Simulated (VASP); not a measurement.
# TlBr (Pm-3m) in VASP: notebook

Runs on TlBr. Level: LDA. Tasks: single point, relaxation of cell and atoms.

All numbers are computed with VASP 6.6.1; they aren't measurements. Logs are shortened: lines on timing, memory, paths and dates and some standing lists are left out, and cuts for length are marked.

**1. The cell of the first run**

The structure is cubic, space group Pm-3m (No. 221). Conventional cell: a = 3.840 Å, b = 3.840 Å, c = 3.840 Å, α = 90.00°, β = 90.00°, γ = 90.00°. Within 4.4 Å of Tl (site symmetry m-3m) lie 8 Br at 3.33 Å and 6 Tl at 3.84 Å. Br (site symmetry m-3m) has 8 Tl at 3.33 Å and 6 Br at 3.84 Å within 4.4 Å.

**2. Single point, LDA**

The input, INCAR:

```
SYSTEM = TlBr
PREC = Accurate
ENCUT = 500
EDIFF = 1E-6
ISMEAR = 0
SIGMA = 0.01
LREAL = .False.
LASPH = .True.
NELM = 120
ALGO = Normal
ISIF = 2
LWAVE = .False.
LCHARG = .True.
LELF = .True.
LVHAR = .True.
NBANDS = 17
GGA_COMPAT = .False.
```

The input, KPOINTS:

```
regular mesh
0
Gamma
  8 8 8
  0 0 0
```

The input, POSCAR:

```
TlBr
1.0
    3.8397026499      0.0000000000      0.0000000000
    0.0000000000      3.8397026499      0.0000000000
    0.0000000000      0.0000000000      3.8397026499
Tl Br
1 1
Direct
    0.0000000000      0.0000000000      0.0000000000
    0.5000000000      0.5000000000      0.5000000000
```

Potentials or basis: VASP PAW LDA potentials, release 64 (Tl_d, Br).

The run is started by

```
$ cat potpaw_LDA.64/Tl_d/POTCAR potpaw_LDA.64/Br/POTCAR > POTCAR
$ mpirun -np 1 vasp_std > vasp.out
```

OUTCAR:

```text
SYSTEM = TlBr
   PREC = Accurate
   ENCUT = 500
   EDIFF = 1E-6
   ISMEAR = 0
   LREAL = .False.
   LASPH = .True.
   NELM = 120
   ISIF = 2

 ion  position               nearest neighbor table
   1  0.000  0.000  0.000-   2 3.33   2 3.33   2 3.33   2 3.33   2 3.33   2 3.33   2 3.33   2 3.33

   2  0.500  0.500  0.500-   1 3.33   1 3.33   1 3.33   1 3.33   1 3.33   1 3.33   1 3.33   1 3.33

  LATTYP: Found a simple cubic cell.
 ALAT       =     3.8397026499

  Lattice vectors:

 A1 = (   3.8397026499,   0.0000000000,   0.0000000000)
 A2 = (   0.0000000000,   3.8397026499,   0.0000000000)
 A3 = (   0.0000000000,   0.0000000000,   3.8397026499)

Analysis of symmetry for initial positions (statically):
=====================================================================
 Subroutine PRICEL returns:
 Original cell was already a primitive cell.

 Routine SETGRP: Setting up the symmetry group for a
 simple cubic supercell.

 Subroutine GETGRP returns: Found 48 space group operations
 (whereof 48 operations were pure point group operations)
 out of a pool of 48 trial point group operations.

The static configuration has the point symmetry O_h .

Analysis of symmetry for dynamics (positions and initial velocities):
=====================================================================
 Subroutine PRICEL returns:
 Original cell was already a primitive cell.

 Routine SETGRP: Setting up the symmetry group for a
 simple cubic supercell.

 Subroutine GETGRP returns: Found 48 space group operations
 (whereof 48 operations were pure point group operations)
 out of a pool of 48 trial point group operations.

The dynamic configuration has the point symmetry O_h .

 Subroutine INISYM returns: Found 48 space group operations
 (whereof 48 operations are pure point group operations),
 and found     1 'primitive' translations

----------------------------------------------------------------------------------------

                                     Primitive cell

  volume of cell :      56.6100

  direct lattice vectors                    reciprocal lattice vectors
     3.839702650  0.000000000  0.000000000     0.260436834  0.000000000  0.000000000
     0.000000000  3.839702650  0.000000000     0.000000000  0.260436834  0.000000000
     0.000000000  0.000000000  3.839702650     0.000000000  0.000000000  0.260436834

  length of vectors
     3.839702650  3.839702650  3.839702650     0.260436834  0.260436834  0.260436834

  position of ions in fractional coordinates (direct lattice)
     0.000000000  0.000000000  0.000000000
     0.500000000  0.500000000  0.500000000

  ion indices of the primitive-cell ions
   primitive index   ion index
                 1           1
                 2           2

----------------------------------------------------------------------------------------

 KPOINTS: regular mesh

Automatic generation of k-mesh.
 Grid dimensions read from file:
 generate k-points for:    8    8    8

 Generating k-lattice:

  Cartesian coordinates                     Fractional coordinates (reciprocal lattice)
     0.032554604  0.000000000  0.000000000     0.125000000  0.000000000  0.000000000
     0.000000000  0.032554604  0.000000000     0.000000000  0.125000000  0.000000000
     0.000000000  0.000000000  0.032554604     0.000000000  0.000000000  0.125000000

  Length of vectors
     0.032554604  0.032554604  0.032554604

  Shift w.r.t. Gamma in fractional coordinates (k-lattice)
     0.000000000  0.000000000  0.000000000

 Subroutine IBZKPT returns following result:
 ===========================================

 Found     35 irreducible k-points:

 Following reciprocal coordinates:
            Coordinates               Weight
  0.000000  0.000000  0.000000      1.000000
  0.125000  0.000000  0.000000      6.000000
  0.250000  0.000000  0.000000      6.000000
  0.375000  0.000000  0.000000      6.000000
  0.500000  0.000000  0.000000      3.000000
  0.125000  0.125000  0.000000     12.000000
[... 16 lines left out ...]
  0.375000  0.375000  0.125000     24.000000
  0.500000  0.375000  0.125000     24.000000
 [... further k-points ...]
   k-points           NKPTS =     35   k-points in BZ     NKDIM =     35   number of bands    NBANDS=     17
   number of dos      NEDOS =    301   number of ions     NIONS =      2
   total plane-waves  NPLWV =  21952
   dimension x,y,z NGX =    28 NGY =   28 NGZ =   28
   dimension x,y,z NGXF=    56 NGYF=   56 NGZF=   56
   ions per type =               1   1
   NGX,Y,Z   is equivalent  to a cutoff of  12.12, 12.12, 12.12 a.u.
   NGXF,Y,Z  is equivalent  to a cutoff of  24.25, 24.25, 24.25 a.u.
 SYSTEM =  TlBr
   PREC   = accura    normal or accurate (medium, high low for compatibility)
   ISTART =      0    job   : 0-new  1-cont  2-samecut
   ICHARG =      2    charge: 1-file 2-atom 10-const
   ISPIN  =      1    spin polarized calculation?
   LNONCOLLINEAR =      F non collinear calculations
   LSORBIT =      F    spin-orbit coupling
   LASPH  =      T    aspherical Exc in radial PAW
   ENCUT  =  500.0 eV  36.75 Ry    6.06 a.u.   7.00  7.00  7.00*2*pi/ulx,y,z
   NELM   =    120;   NELMIN=  2; NELMDL= -5     # of ELM steps
   EDIFF  = 0.1E-05   stopping-criterion for ELM
   LREAL  =      F    real-space projection
   EDIFFG = 0.1E-04   stopping-criterion for IOM
   NSW    =      0    number of steps for IOM
   IBRION =     -1    ionic relax: 0-MD 1-quasi-New 2-CG
   NFREE  =      0    steps in history (QN), initial steepest desc. (CG)
   ISIF   =      2    stress and relaxation
   ISYM   =      2    0-nonsym 1-usesym 2-fastsym
   POTIM  = 0.5000    time-step for ionic-motion
   TEBEG  =    0.0;   TEEND  =   0.0 temperature during run
   PSTRESS=    0.0 pullay stress
   NELECT =      20.0000    total number of electrons
   NUPDOWN=      -1.0000    fix difference up-down
   EMIN   =  10.00;   EMAX   =-10.00  energy-range for DOS
   EFERMI =   0.00;   METHOD = LEGACY
   ISMEAR =     0;   SIGMA  =   0.01  broadening in eV -4-tet -1-fermi 0-gaus
   EFERMI_NEDOS =   21; number of points for ismear=-14 and -15
   IALGO  =     38    algorithm
   IMIX   =      4    mixing-type and parameters
     AMIX     =   0.40;   BMIX     =  1.00
     AMIX_MAG =   1.60;   BMIX_MAG =  1.00
  volume/ion in A,a.u.               =      28.30       191.01
  Fermi-wavevector in a.u.,A,eV,Ry     =   1.157321  2.187020 18.223539  1.339392
  Thomas-Fermi vector in A             =   2.293934
   LORBIT       =      0    0 simple, 1 ext, 2 COOP (PROOUT), +10 PAW based schemes
   GGA     = CA    functional components
   LHFCALC =     F    Hartree Fock is set to
   AEXX    =    0.0000 exact exchange contribution
   IVDW    =     0    specifies the selected vdW correction
   LEPSILON=     F    determine dielectric tensor
   LRPA    =     F    only Hartree local field effects (RPA)
 non-spin polarized calculation
 Gauss-broadening in eV      SIGMA  =   0.01
  energy-cutoff  :      500.00
  volume of cell :       56.61
 maximum number of plane-waves:      1472
   NGX = 15   NGY = 15   NGZ = 15

 number of electron      19.9999992 magnetization

 Free energy of the ion-electron system (eV)
  ---------------------------------------------------
  ext. energy  EPLUGINS =         0.00000000
  ---------------------------------------------------
  free energy    TOTEN  =        -6.55676827 eV

  energy without entropy =       -6.55676827  energy(sigma->0) =       -6.55676827

 E-fermi :   3.6089     XC(G=0):  -9.8805

 val. band max:        3.4871479270   @ k =   0.5000   0.0000   0.0000
 cond. band min:       4.8299731770   @ k =   0.5000   0.0000   0.0000
 fundamental gap:      1.3428252500
 Fermi energy:         3.6089204010

 k-point     1 :       0.0000    0.0000    0.0000
  band No.  band energies     occupation
      1     -10.9762      2.00000
      2      -6.8944      2.00000
      3      -6.8944      2.00000
      4      -6.6492      2.00000
      5      -6.6492      2.00000
      6      -6.6492      2.00000
[... 9 lines left out ...]
     16      15.5317      0.00000
     17      17.0177      0.00000

 k-point     2 :       0.1250    0.0000    0.0000
  band No.  band energies     occupation
      1     -10.9296      2.00000
      2      -6.8919      2.00000
      3      -6.8678      2.00000
      4      -6.6632      2.00000
      5      -6.6632      2.00000
      6      -6.6480      2.00000
[... 9 lines left out ...]
     16      16.4286      0.00000
     17      16.7049      0.00000

 k-point     3 :       0.2500    0.0000    0.0000
  band No.  band energies     occupation
      1     -10.8121      2.00000
      2      -6.8859      2.00000
      3      -6.8059      2.00000
      4      -6.6965      2.00000
      5      -6.6965      2.00000
      6      -6.6451      2.00000
[... 9 lines left out ...]
     16      15.4248      0.00000
     17      16.8089      0.00000

 k-point     4 :       0.3750    0.0000    0.0000
  band No.  band energies     occupation
      1     -10.6865      2.00000
      2      -6.8798      2.00000
      3      -6.7491      2.00000
      4      -6.7292      2.00000
      5      -6.7292      2.00000
      6      -6.6422      2.00000
[... 9 lines left out ...]
     16      15.1290      0.00000
     17      16.9763      0.00000

 k-point     5 :       0.5000    0.0000    0.0000
  band No.  band energies     occupation
      1     -10.6318      2.00000
      2      -6.8773      2.00000
      3      -6.7426      2.00000
      4      -6.7426      2.00000
      5      -6.7276      2.00000
      6      -6.6409      2.00000
[... 9 lines left out ...]
     16      16.9687      0.00000
     17      17.2293      0.00000

 k-point     6 :       0.1250    0.1250    0.0000
  band No.  band energies     occupation
      1     -10.8860      2.00000
      2      -6.8778      2.00000
      3      -6.8520      2.00000
      4      -6.6742      2.00000
      5      -6.6644      2.00000
      6      -6.6587      2.00000
[... 9 lines left out ...]
     16      15.4534      0.00000
     17      15.8772      0.00000

 k-point     7 :       0.2500    0.1250    0.0000
  band No.  band energies     occupation
      1     -10.7765      2.00000
      2      -6.8675      2.00000
      3      -6.7923      2.00000
      4      -6.6992      2.00000
      5      -6.6942      2.00000
      6      -6.6570      2.00000
[... 9 lines left out ...]
     16      15.1065      0.00000
     17      15.5456      0.00000

 k-point     8 :       0.3750    0.1250    0.0000
  band No.  band energies     occupation
      1     -10.6603      2.00000
      2      -6.8607      2.00000
      3      -6.7349      2.00000
      4      -6.7256      2.00000
      5      -6.7203      2.00000
      6      -6.6533      2.00000
[... 9 lines left out ...]
     16      15.4489      0.00000
     17      15.7568      0.00000
[... 203 lines left out ...]
      1     -10.5863      2.00000
      2      -6.8347      2.00000
      3      -6.7597      2.00000
      4      -6.7025      2.00000
      5      -6.6980      2.00000
      6      -6.6631      2.00000
[... 9 lines left out ...]
     16      15.1980      0.00000
     17      15.4830      0.00000

 k-point    20 :       0.2500    0.2500    0.1250
  band No.  band energies     occupation
      1     -10.6559      2.00000
      2      -6.8107      2.00000
      3      -6.7416      2.00000
      4      -6.7241      2.00000
      5      -6.6979      2.00000
      6      -6.6735      2.00000
[... 9 lines left out ...]
     16      15.3185      0.00000
     17      15.9843      0.00000

 k-point    21 :       0.3750    0.2500    0.1250
  band No.  band energies     occupation
      1     -10.5663      2.00000
      2      -6.7976      2.00000
      3      -6.7508      2.00000
      4      -6.7049      2.00000
      5      -6.6748      2.00000
      6      -6.6730      2.00000
[... 9 lines left out ...]
     16      14.8201      0.00000
     17      15.9890      0.00000

 k-point    22 :       0.5000    0.2500    0.1250
  band No.  band energies     occupation
      1     -10.5281      2.00000
      2      -6.7925      2.00000
      3      -6.7649      2.00000
      4      -6.6966      2.00000
      5      -6.6775      2.00000
      6      -6.6497      2.00000
[... 9 lines left out ...]
     16      14.4041      0.00000
     17      16.6673      0.00000

 k-point    23 :       0.3750    0.3750    0.1250
  band No.  band energies     occupation
      1     -10.4977      2.00000
      2      -6.7751      2.00000
      3      -6.7446      2.00000
      4      -6.7264      2.00000
      5      -6.6673      2.00000
      6      -6.6178      2.00000
[... 9 lines left out ...]
     16      14.3599      0.00000
     17      16.0663      0.00000

 k-point    24 :       0.5000    0.3750    0.1250
  band No.  band energies     occupation
      1     -10.4687      2.00000
      2      -6.7671      2.00000
      3      -6.7500      2.00000
      4      -6.7247      2.00000
      5      -6.6686      2.00000
      6      -6.5910      2.00000
[... 9 lines left out ...]
     16      14.3565      0.00000
     17      16.5671      0.00000

 [... further k-points ...]
[... 5 lines left out ...]
  --------------------------------------------------------------------------------------
  -------------------------------------------------------------------------------------
  Total        0.0176613      0.0176613      0.0176613      0.0000000     -0.0000000      0.0000000
  in kB        0.4998506      0.4998506      0.4998506      0.0000000     -0.0000000      0.0000000
  external PRESSURE =       0.4998506 kB  Pullay stress =       0.0000000 kB

 VOLUME and BASIS-vectors are now :
 -----------------------------------------------------------------------------
  energy-cutoff  :      500.00
  volume of cell :       56.61
      direct lattice vectors                 reciprocal lattice vectors
     3.839702650  0.000000000  0.000000000     0.260436834  0.000000000  0.000000000
     0.000000000  3.839702650  0.000000000     0.000000000  0.260436834  0.000000000
     0.000000000  0.000000000  3.839702650     0.000000000  0.000000000  0.260436834

 POSITION                                       TOTAL-FORCE (eV/Angst)
 -----------------------------------------------------------------------------------
      0.00000      0.00000      0.00000         0.000000      0.000000      0.000000
      1.91985      1.91985      1.91985         0.000000      0.000000      0.000000
 -----------------------------------------------------------------------------------
    total drift:                               -0.000000      0.000000      0.000000

  FREE ENERGIE OF THE ION-ELECTRON SYSTEM (eV)
  ---------------------------------------------------
  free  energy   TOTEN  =        -6.5567682735 eV

  energy  without entropy=       -6.5567682735  energy(sigma->0) =       -6.55676827
```

Wall time 8.6 s (1 thread of Intel Xeon 6975P-C (Granite Rapids), shared host); peak memory 0.16 GiB.

What came out:

```yaml
Free_energy: -6.5568 eV
Pressure: 0.0 GPa
Band_gap_on_the_k_mesh: 1.34 eV
```

Levels at points of the mesh, in eV from the valence-band top:
```
           k point  band 8  band 9  band 10  band 11  band 12  band 13
(0.00, 0.00, 0.00)   -1.83   -1.83    -1.83     6.51     6.51     7.43
(0.50, 0.00, 0.00)   -1.17   -1.17     0.00     1.34     5.52     5.52
(0.50, 0.50, 0.00)   -3.80   -3.80    -1.10     4.80     4.80     7.42
(0.50, 0.50, 0.50)   -2.50   -2.50    -2.50     1.46     1.46     1.46
```

Caveat: spin-orbit coupling is left out, which moves the levels of the heavy elements. A k mesh can miss the band edges.

**3. Relaxation of cell and atoms, LDA**

The input, INCAR:

```
SYSTEM = TlBr
  PREC = Accurate
  ENCUT = 500
  EDIFF = 1E-7
  ISMEAR = 0
  SIGMA = 0.01
  LREAL = .False.
  LASPH = .True.
  NELM = 120
  ALGO = Normal
  ISIF = 3
  LWAVE = .False.
  LCHARG = .False.
  GGA = CA
  IBRION = 2
  NSW = 80
  EDIFFG = -0.001
  GGA_COMPAT = .False.
  NELMIN = 4
```

The input, KPOINTS:

```
Automatic mesh
0
Gamma
  8 8 8
  0 0 0
```

The input, POSCAR:

```
TlBr
1.0
    3.8405599004      0.0000000000      0.0000000000
    0.0000000000      3.8405599004      0.0000000000
    0.0000000000      0.0000000000      3.8405599004
Tl Br
1 1
Direct
    0.0000000000      0.0000000000      0.0000000000
    0.5000000000      0.5000000000      0.5000000000
```

Potentials or basis: VASP PAW LDA potentials, release 64 (Tl_d, Br).

The run is started by

```
$ cat potpaw_LDA.64/Tl_d/POTCAR potpaw_LDA.64/Br/POTCAR > POTCAR
$ mpirun -np 1 vasp_std > vasp.out
```

Run time: 11 s. Hardware: 1 thread of Intel Xeon 6975P-C (Granite Rapids), shared host; peak memory 0.16 GiB.

The run converged. Its results:

```
Free energy                           : -6.5568 eV
Relaxed volume                        : 28.34 Å³/atom
Relaxed cell                          : a = 3.841 Å, b = 3.841 Å, c = 3.841 Å, α = 90.00°, β = 90.00°, γ = 90.00°
Space group after relaxing (to 0.1 Å) : Pm-3m (No. 221)
Energy gained by relaxing             : 0.0 meV/atom
Ionic steps                           : 2
Pressure after relaxing               : 0.0 GPa
Band gap on the k mesh                : 1.35 eV
```

Final structure:
```xyz
2
Lattice="3.8414 0.0000 0.0000 0.0000 3.8414 0.0000 0.0000 0.0000 3.8414" Properties=species:S:1:pos:R:3 pbc="T T T"
Tl    0.0000    0.0000    0.0000
Br    1.9207    1.9207    1.9207
```

Levels at points of the mesh, in eV from the valence-band top:
```
           k point  band 7  band 8  band 9  band 10  band 11  band 12  band 13  band 14
(0.00, 0.00, 0.00)   -5.07   -1.82   -1.82    -1.82     6.52     6.52     7.43     7.43
(0.50, 0.00, 0.00)   -6.36   -1.17   -1.17     0.00     1.35     5.53     5.53     7.41
(0.50, 0.50, 0.00)   -4.12   -3.79   -3.79    -1.10     4.80     4.80     7.43     7.52
(0.50, 0.50, 0.50)   -2.84   -2.49   -2.49    -2.49     1.46     1.46     1.46    13.24
```

Caveat: spin-orbit coupling is left out, which moves the levels of the heavy elements.
